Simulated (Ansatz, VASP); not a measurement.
## One calculation of CuO, two programs

File INCAR:

```
SYSTEM = CuO
PREC = Accurate ; ENCUT = 520
EDIFF = 1E-7 ; ISMEAR = -1
SIGMA = 0.1 ; LREAL = .False.
LASPH = .True. ; NELM = 150
ALGO = Normal ; ISIF = 2
LWAVE = .False. ; LCHARG = .False.
ISPIN = 2 ; MAGMOM = 0.58 -0.58 0 0
LORBIT = 11 ; LMAXMIX = 4
LDAU = .True. ; LDAUTYPE = 2
LDAUL = 2 -1 ; LDAUU = 4 0
LDAUJ = 0 0 ; LDAUPRINT = 1
GGA = PE ; ISYM = 0
NBANDS = 29
```

KPOINTS

```
Automatic mesh
0
Gamma
  7 7 4
  0 0 0
```

File POSCAR:

```
CuO
1.0
    2.3245000000     -1.7191000000      0.0000000000
    2.3245000000      1.7191000000      0.0000000000
   -0.7792200000      0.0000000000      5.1281400000
Cu O
2 2
Direct
    0.0000000000      0.5000000000      0.0000000000
    0.5000000000      0.0000000000      0.5000000000
    0.5830000000      0.4170000000      0.2500000000
    0.4170000000      0.5830000000      0.7500000000
```

Input for Ansatz:

```yaml
crystal:
  lattice:
    - [2.3245, -1.7191, 0.0]
    - [2.3245, 1.7191, 0.0]
    - [-0.77922, 0.0, 5.12814]
  atoms:
    - { symbol: Cu, position: [0.0, 0.5, 0.0], spin: 1.0 }
    - { symbol: Cu, position: [0.5, 0.0, 0.5], spin: -1.0 }
    - { symbol: O, position: [0.583, 0.417, 0.25] }
    - { symbol: O, position: [0.417, 0.583, 0.75] }
  symmetry: { detect: false, time_reversal: true }
magnetization:
  spin_polarized: true
hamiltonian:
  xc: pbe
  pseudopotentials: { kind: paw }
  hubbard:
    sites:
      - { site: 0, l: d, u_eff: 4.0, starting_ns: [{ spin: up, occupation_matrix: s0up }, { spin: down, occupation_matrix: s0down }] }
      - { site: 1, l: d, u_eff: 4.0, starting_ns: [{ spin: up, occupation_matrix: s1up }, { spin: down, occupation_matrix: s1down }] }
    occupation_matrices:
      s0up:
        matrix:
          - [0.999999, 0.0, 0.0, 0.0, 0.0]
          - [0.0, 0.999999, 0.0, 0.0, 0.0]
          - [0.0, 0.0, 0.999999, 0.0, 0.0]
          - [0.0, 0.0, 0.0, 0.999999, 0.0]
          - [0.0, 0.0, 0.0, 0.0, 0.999999]
      s0down:
        matrix:
          - [1.0e-06, 0.0, 0.0, 0.0, 0.0]
          - [0.0, 0.999999, 0.0, 0.0, 0.0]
          - [0.0, 0.0, 0.999999, 0.0, 0.0]
          - [0.0, 0.0, 0.0, 0.999999, 0.0]
          - [0.0, 0.0, 0.0, 0.0, 0.999999]
      s1down:
        matrix:
          - [0.999999, 0.0, 0.0, 0.0, 0.0]
          - [0.0, 0.999999, 0.0, 0.0, 0.0]
          - [0.0, 0.0, 0.999999, 0.0, 0.0]
          - [0.0, 0.0, 0.0, 0.999999, 0.0]
          - [0.0, 0.0, 0.0, 0.0, 0.999999]
      s1up:
        matrix:
          - [0.999999, 0.0, 0.0, 0.0, 0.0]
          - [0.0, 0.999999, 0.0, 0.0, 0.0]
          - [0.0, 0.0, 0.999999, 0.0, 0.0]
          - [0.0, 0.0, 0.0, 1.0e-06, 0.0]
          - [0.0, 0.0, 0.0, 0.0, 0.999999]
basis:
  ecutwfc: 420
kpoints:
  mp_grid: { grid: [7, 7, 4] }
scf:
  occupations: { method: fermi_dirac, width: 0.1 }
  lower_state_search: "off"
  max_iter: 200
output:
  forces: true
  stress: true
```

Alike in both runs: task single point; functional PBE; k mesh 7 × 7 × 4; occupations fermi-dirac, width 0.1 eV; collinear spin; Hubbard terms Cu d U = 4.0 eV.

|  | VASP | Ansatz |
| --- | --- | --- |
| version | VASP 6.6.1 | Ansatz 0.2.0 |
| potentials or method | VASP PAW PBE potentials, release 64 (Cu, O), cutoff 520 eV | PAW, plane waves, scalar-relativistic |
| valence electrons in the cell | 34 | 50 |

VASP gave:

- pressure (GPa): 2.2
- traceless stress, the component that is largest in VASP (GPa): -1.99
- rms of the force components (eV/Å): 0.091
- net moment per atom (μB): 0.00
- size of the moment on the site where the two differ most (μB): 0.57

Task: Estimate Ansatz's values.

Result: Pressure (GPa): 5.6; traceless stress, the component that is largest in VASP (GPa): -1.38; rms of the force components (eV/Å): 0.094; net moment per atom (μB): 0.00; size of the moment on the site where the two differ most (μB): 0.53.

Site moments also hang on the region over which each program counts them. The programs project onto different local orbitals, so the same U acts differently, and such runs can settle in different states. Atom by atom the forces differ by 0.003 eV/Å (rms over components). VASP's potentials hold 34 valence electrons a cell and Ansatz's 50, so a difference there can come from the potentials and not from the codes. Ansatz's warnings: specified occupation not kept.
